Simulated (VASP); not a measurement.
Here is a VASP 6.6.1 calculation.

Contents of POSCAR:

```
Sn
1.0
   -2.8103854637      2.8103854637      1.5151319622
    2.8103854637     -2.8103854637      1.5151319622
    2.8103854637      2.8103854637     -1.5151319622
Sn
2
Direct
    0.0000000000      0.0000000000      0.0000000000
    0.7500000000      0.2500000000      0.5000000000
```

The input INCAR.step1:

```
SYSTEM = Sn
PREC = Accurate ; ENCUT = 520
ISMEAR = -1 ; SIGMA = 0.15
LREAL = .FALSE. ; LASPH = .TRUE.
NELM = 60 ; NBANDS = 21
GGA = PE ; ALGO = Normal
EDIFF = 1E-4 ; LWAVE = .TRUE.
LCHARG = .FALSE.
```

File INCAR.step2:

```
SYSTEM = Sn
PREC = Accurate ; ENCUT = 520
EDIFF = 1E-7 ; ISMEAR = -1
SIGMA = 0.15 ; LREAL = .FALSE.
LASPH = .TRUE. ; NELM = 60
ALGO = Normal ; ISIF = 2
LWAVE = .FALSE. ; LCHARG = .FALSE.
METAGGA = R2SCAN ; LMIXTAU = .TRUE.
NBANDS = 21 ; ISTART = 1
```

KPOINTS

```
regular mesh
0
G
  16 16 16
  0 0 0
```

Potentials or basis: VASP PAW PBE potentials, release 64 (Sn_d).

Command:

```sh
$ cat potpaw_PBE.64/Sn_d/POTCAR > POTCAR
$ cp INCAR.step1 INCAR
$ mpirun -np 1 vasp_std > vasp.out
$ cp INCAR.step2 INCAR
$ mpirun -np 1 vasp_std > vasp.out
```

Question: Estimate the band gap on the k mesh.

Answer: Zero (band 14 reaches 11.53 eV, above the bottom of band 15 at 6.29 eV).

Question: What does it give for the pressure?

Answer: 10.9 GPa.

Caveat: the PAW data sets were made with another functional, which shifts forces and pressure a little; spin-orbit coupling is left out, which moves the levels of the heavy elements.
